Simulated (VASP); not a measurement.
# TaOF (P-6m2) in VASP: notebook, part 2 of 2

VASP 6.6.1. Earlier steps stand in the parts before.

### Step 4. Relaxation of cell and atoms, PBE

This run uses another cell than the first one, of 10.66 Å³/atom.

Input file INCAR:

```
PREC = Accurate
ENCUT = 600
EDIFF = 1E-6
ISMEAR = 0
SIGMA = 0.1
LREAL = False
LASPH = True
NELM = 100
ALGO = Normal
ISIF = 3
LWAVE = False
LCHARG = False
GGA = PE
IBRION = 2
NSW = 100
EDIFFG = -0.01
```

Input file KPOINTS:

```
regular mesh
0
Gamma
  12 12 16
```

Input file POSCAR:

```
TaOF
1.0
    3.5997924465      0.0000000000      0.0000000000
   -1.7998962232      3.1175117070      0.0000000000
    0.0000000000      0.0000000000      2.8503841203
Ta O F
1 1 1
Direct
    0.0000000000      0.0000000000      0.5000000000
    0.6666666667      0.3333333333      0.5000000000
    0.3333333333      0.6666666667      0.0000000000
```

Potentials or basis: VASP PAW PBE potentials, release 64 (Ta_pv, O, F).

Started as:

```bash
$ cat potpaw_PBE.64/Ta_pv/POTCAR potpaw_PBE.64/O/POTCAR potpaw_PBE.64/F/POTCAR > POTCAR
$ mpirun -np 1 vasp_std > vasp.out
```

OUTCAR:

```text
PREC = Accurate
   ENCUT = 600
   EDIFF = 1E-6
   ISMEAR = 0
   LREAL = False
   LASPH = True
   NELM = 100
   ISIF = 3
   GGA = PE
   IBRION = 2
   NSW = 100
   EDIFFG = -0.01

 ion  position               nearest neighbor table
   1  0.000  0.000  0.500-   2 2.08   2 2.08   2 2.08   3 2.52   3 2.52   3 2.52   3 2.52   3 2.52
                             3 2.52
   2  0.667  0.333  0.500-   1 2.08   1 2.08   1 2.08
   3  0.333  0.667  0.000-   1 2.52   1 2.52   1 2.52   1 2.52   1 2.52   1 2.52

  LATTYP: Found a hexagonal cell.
 ALAT       =     3.5997924465
 C/A-ratio  =     0.7918190181

  Lattice vectors:

 A1 = (   3.5997924465,   0.0000000000,   0.0000000000)
 A2 = (  -1.7998962232,   3.1175117070,   0.0000000000)
 A3 = (   0.0000000000,   0.0000000000,   2.8503841203)

Analysis of symmetry for initial positions (statically):
=====================================================================
 Subroutine PRICEL returns:
 Original cell was already a primitive cell.

 Routine SETGRP: Setting up the symmetry group for a
 hexagonal supercell.

 Subroutine GETGRP returns: Found 12 space group operations
[... 176 lines left out ...]
  -------------------------------------------------------------------------------------
  Total       -0.0323262     -0.0323262      0.7138856     -0.0000000      0.0000000      0.0000000
  in kB       -1.6191103     -1.6191103     35.7561091     -0.0000000      0.0000000      0.0000000
  external PRESSURE =      10.8392962 kB  Pullay stress =       0.0000000 kB
[... 135 lines left out ...]
--------------------------------------- Ionic step        5  -------------------------------------------

 number of electron      23.9999992 magnetization

 Free energy of the ion-electron system (eV)
  ---------------------------------------------------
  ext. energy  EPLUGINS =         0.00000000
  ---------------------------------------------------
  free energy    TOTEN  =       -24.30169792 eV

  energy without entropy =      -24.29445275  energy(sigma->0) =      -24.29807533

 E-fermi :   7.1025     XC(G=0): -12.2123

 val. band max:        7.0993136582   @ k =   0.2500   0.2500   0.0000
 cond. band min:       7.1196076253   @ k =   0.3333   0.1667   0.0000
 fundamental gap:      0.0202939671
 Fermi energy:         7.1025089406

 k-point     1 :       0.0000    0.0000    0.0000
  band No.  band energies     occupation
      1     -29.6835      2.00000
      2     -29.6835      2.00000
      3     -28.8194      2.00000
      4     -19.1845      2.00000
      5     -13.7800      2.00000
      6      -2.2616      2.00000
[... 433 lines left out ...]
      3     -28.8358      2.00000
      4     -18.9354      2.00000
      5     -13.6145      2.00000
      6      -1.6282      2.00000
[... 8 lines left out ...]
     15       9.6852      0.00000
     16      10.0468      0.00000

 [... further k-points ...]

------------------------ aborting loop because EDIFF is reached ----------------------------------------

  FORCE on cell =-STRESS in cart. coord.  units (eV):
  Direction    XX          YY          ZZ          XY          YZ          ZX
  --------------------------------------------------------------------------------------
  -------------------------------------------------------------------------------------
  Total        0.0034015      0.0034015     -0.0052755      0.0000000      0.0000000      0.0000000
  in kB        0.1684528      0.1684528     -0.2612637      0.0000000      0.0000000      0.0000000
  external PRESSURE =       0.0252139 kB  Pullay stress =       0.0000000 kB
[... 18 lines left out ...]
  FREE ENERGIE OF THE ION-ELECTRON SYSTEM (eV)
  ---------------------------------------------------
  free  energy   TOTEN  =       -24.3016979183 eV

  energy  without entropy=      -24.2944527502  energy(sigma->0) =      -24.29807533

 reached required accuracy - stopping structural energy minimisation
```

CONTCAR:

```text
TaOF
   1.00000000000000
     3.5924321757636530   -0.0000000000001179    0.0000000000000000
    -1.7962160878320308    3.1111375255637759   -0.0000000000000000
    -0.0000000000000000    0.0000000000000000    2.8946112054270050
  Ta              O               F
     1     1     1
Direct
     0.0000000000000000    0.0000000000000000    0.5000000000000000
     0.6666666667000030    0.3333333332999970    0.5000000000000000
     0.3333333332999970    0.6666666667000030    1.0000000000000000

  0.00000000E+00  0.00000000E+00  0.00000000E+00
  0.00000000E+00  0.00000000E+00  0.00000000E+00
  0.00000000E+00  0.00000000E+00  0.00000000E+00
```

It took 5.4 min on 1 thread of Oxide Virtual Turin-like, shared host; peak memory 0.23 GiB.

What came out:

```
Free energy                           : -24.3017 eV
Relaxed volume                        : 10.78 Å³/atom
Relaxed cell                          : a = 3.592 Å, b = 3.592 Å, c = 2.895 Å, α = 90.00°, β = 90.00°, γ = 120.00°
Space group after relaxing (to 0.1 Å) : P-6m2 (No. 187)
Energy gained by relaxing             : 1.8 meV/atom
Ionic steps                           : 5
Pressure after relaxing               : 0.0 GPa
Band gap on the k mesh                : zero (bands 12 and 13 overlap by 1.22 eV)
```

Step by step:
```tsv
step	energy change (eV)	largest force (eV/Å)	pressure (GPa)	volume (Å³)
1	0.0000	0.0000	1.08	31.99
2	-0.0049	0.0000	-0.25	32.32
3	-0.0051	0.0000	-0.65	32.42
4	-0.0048	0.0000	0.91	32.26
5	-0.0053	0.0000	0.00	32.35
```

Final structure:
```xyz
3
Lattice="3.5924 0.0000 0.0000 -1.7962 3.1111 0.0000 0.0000 0.0000 2.8946" Properties=species:S:1:pos:R:3 pbc="T T T"
Ta    0.0000    0.0000    1.4473
O     1.7962    1.0370    1.4473
F     0.0000    2.0741    2.8946
```

Levels at points of the mesh, in eV from the Fermi level:
| k point | band 10 | band 11 | band 12 | band 13 | band 14 | band 15 |
| --- | --- | --- | --- | --- | --- | --- |
| (0.00, 0.00, 0.00) | -5.96 | -4.04 | -3.76 | 1.83 | 1.83 | 1.84 |
| (0.50, 0.00, 0.00) | -6.02 | -4.54 | -2.65 | 0.08 | 1.53 | 2.34 |
| (0.00, 0.00, 0.50) | -7.57 | -6.17 | -0.69 | -0.69 | 3.43 | 4.28 |
| (0.50, 0.00, 0.50) | -6.00 | -5.23 | 0.21 | 0.46 | 1.54 | 1.80 |

Caveat: spin-orbit coupling is left out, which moves the levels of the heavy elements.

### Step 5. The runs side by side

| task | cell | k mesh | cutoff (eV) | gap on the mesh (eV) | pressure (GPa) | relaxed volume (Å³/atom) |
| --- | --- | --- | --- | --- | --- | --- |
| relaxation of cell and atoms | relaxed from a = 3.433, b = 3.433, c = 3.429 Å, angles 90.0, 90.0, 120.0°, 3 atoms | 6 × 6 × 6 | 600 | none | -0.4 | 10.69 |
| single point | a = 3.591, b = 3.591, c = 2.897 Å, angles 90.0, 90.0, 120.0°, 3 atoms | 12 × 12 × 16 | 520 | none | 0.2 | - |
| relaxation of cell and atoms | relaxed from a = 3.600, b = 3.600, c = 2.850 Å, angles 90.0, 90.0, 120.0°, 3 atoms | 12 × 12 × 16 | 600 | none | 0.0 | 10.78 |

Alike in all rows: level PBE; potentials or basis VASP PAW PBE potentials, release 64 (Ta_pv, O, F); no spin polarisation; smearing gaussian 0.1 eV.

Caveats: spin-orbit coupling is left out, which moves the levels of the heavy elements; a cell axis changed by over 15 % at a fixed basis, so the end point is rough (at least some runs).

Total energies depend on the potentials used, so only differences within one code and one set of settings carry meaning.

The gap in the log of VASP goes by the Fermi energy; the results here count the filled bands.